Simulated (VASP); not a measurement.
Input of a VASP 6.6.1 run:

The input INCAR:

```
SYSTEM = SnO2
PREC = Accurate
ENCUT = 520
EDIFF = 1E-6
ISMEAR = 1
SIGMA = 0.05
LREAL = .False.
LASPH = .True.
NELM = 60
ALGO = Normal
ISIF = 2
LWAVE = .False.
LCHARG = .False.
GGA = PS
NBANDS = 35
```

The input KPOINTS:

```
regular mesh
0
Gamma
  4 4 6
  0 0 0
```

Contents of POSCAR:

```
SnO2
1.0
    4.6081258586      0.0000000000      0.0000000000
    0.0000000000      4.6081258586      0.0000000000
    0.0000000000      0.0000000000      3.0991542947
Sn O
2 4
Direct
    0.0000000000      0.0000000000      0.0000000000
    0.5000000000      0.5000000000      0.5000000000
    0.3071000000      0.3071000000      0.0000000000
    0.1929000000      0.8071000000      0.5000000000
    0.6929000000      0.6929000000      0.0000000000
    0.8071000000      0.1929000000      0.5000000000
```

Potentials or basis: VASP PAW PBE potentials, release 64 (Sn_d, O).

Run with:

```bash
$ cat potpaw_PBE.64/Sn_d/POTCAR potpaw_PBE.64/O/POTCAR > POTCAR
$ mpirun -np 1 vasp_std > vasp.out
```

Task: Predict the largest force.

Result: 0.619 eV/Å.

Task: Predict the pressure.

Result: 28.0 GPa.

Forces on the atoms (eV/Å):
```
Sn   0.000  0.000  0.000
Sn   0.000  0.000  0.000
O   -0.438 -0.438  0.000
O    0.438 -0.438  0.000
O    0.438  0.438  0.000
O   -0.438  0.438  0.000
```

Caveat: the stress differs along the axes, from 25 to 34 GPa; the PAW data sets were made with another functional, which shifts forces and pressure a little.
